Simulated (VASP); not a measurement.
## Hg: single point with PBEsol+D3(BJ)

Hg:

```
Hg
1.0
     3.15210    0.00000    0.00000
    -1.57605    2.72980    0.00000
     0.00000    0.00000    5.36550
Hg
2
Direct
  0.66667 0.33333 0.75000
  0.33333 0.66667 0.25000
```

```json
{
 "Program": "VASP 6.6.1",
 "Task": "single point",
 "Functional": "PBEsol",
 "Dispersion": "D3(BJ)",
 "Potentials or basis": "VASP PAW PBE potentials, release 64 (Hg)",
 "Cutoff": "520 eV",
 "k mesh": "18 × 18 × 10",
 "Occupations": "gaussian, width 0.15 eV",
 "Spin": "no spin polarisation"
}
```

```yaml
Pressure: -2.0 GPa
Band_gap_on_the_k_mesh: zero (bands 12 and 13 overlap by 2.11 eV)
Dispersion_energy_per_atom: -0.432 eV
```

Stress tensor (GPa, compression positive):
```
-1.88  0.00  0.00
 0.00 -1.88  0.00
 0.00  0.00 -2.13
```

Levels at points of the mesh, in eV from the Fermi level:
| k point | band 10 | band 11 | band 12 | band 13 | band 14 | band 15 |
| --- | --- | --- | --- | --- | --- | --- |
| (0.00, 0.00, 0.00) | -5.76 | -5.76 | -1.86 | -1.80 | 13.43 | 13.50 |
| (0.50, 0.00, 0.00) | -5.51 | -2.04 | -2.04 | 2.65 | 2.74 | 4.06 |
| (0.00, 0.00, 0.50) | -5.98 | -5.98 | -5.98 | 6.05 | 6.05 | 13.77 |
| (0.50, 0.00, 0.50) | -5.54 | -1.12 | -1.12 | -0.21 | -0.21 | 9.50 |

Run time: 2.7 min on 1 thread of Intel Xeon 8259CL, on a shared host, peak memory 0.29 GiB.

Caveat: the PAW data sets were made with another functional, which shifts forces and pressure a little; spin-orbit coupling is left out, which moves the levels of the heavy elements.
